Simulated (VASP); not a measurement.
Crystal: Si2P.

```
Si P
1.0
     4.26139    0.00000    0.00000
    -2.13070    3.69048    0.00000
     0.00000    0.00000    2.76178
Si P
2 1
Direct
  0.00000 0.00000 0.50000
  0.33333 0.66667 0.00000
  0.66667 0.33333 0.50000
```

```yaml
Program: VASP 6.6.1
Task: relaxation of cell and atoms
Functional: PBE
Potentials_or_basis: VASP PAW PBE potentials, release 64 (Si, P)
Cutoff: 600 eV
k_mesh: 12 × 12 × 16
Occupations: gaussian, width 0.1 eV
Spin: no spin polarisation
```

At the start: pressure 0.3 GPa; volume 14.48 Å³/atom.

How do energy, volume and symmetry change on relaxing?

Over 12 steps the energy falls by 34.3 meV/atom and the volume is 14.58 Å³/atom (+0.7 %); space group P-6m2 (No. 187, to 0.05 Å).

The path:
```tsv
step	energy change (eV)	largest force (eV/Å)	pressure (GPa)	volume (Å³)
1	0.0000	0.0000	0.26	43.43
2	-0.0149	0.0000	-0.24	43.58
3	-0.0668	0.0000	-0.90	43.95
4	-0.0581	0.0000	0.20	44.39
5	-0.0980	0.0000	-1.03	44.17
6	-0.0969	0.0000	-0.69	44.28
7	-0.1014	0.0000	-0.95	44.22
8	-0.1015	0.0000	-0.92	44.23
9	-0.0960	0.0000	1.63	43.12
10	-0.1023	0.0000	-0.26	43.93
11	-0.1027	0.0000	0.15	43.65
12	-0.1029	0.0000	-0.01	43.75
```

Final structure:
```cif
data_structure
_symmetry_space_group_name_H-M 'P 1'
_symmetry_Int_Tables_number 1
_cell_length_a 4.4708
_cell_length_b 4.4708
_cell_length_c 2.5273
_cell_angle_alpha 90.000
_cell_angle_beta 90.000
_cell_angle_gamma 120.000
_cell_volume 43.75
loop_
_atom_site_label
_atom_site_type_symbol
_atom_site_fract_x
_atom_site_fract_y
_atom_site_fract_z
_atom_site_occupancy
Si1 Si 0.00000 0.00000 0.50000 1
Si2 Si 0.33333 0.66667 0.00000 1
P1 P 0.66667 0.33333 0.50000 1
```
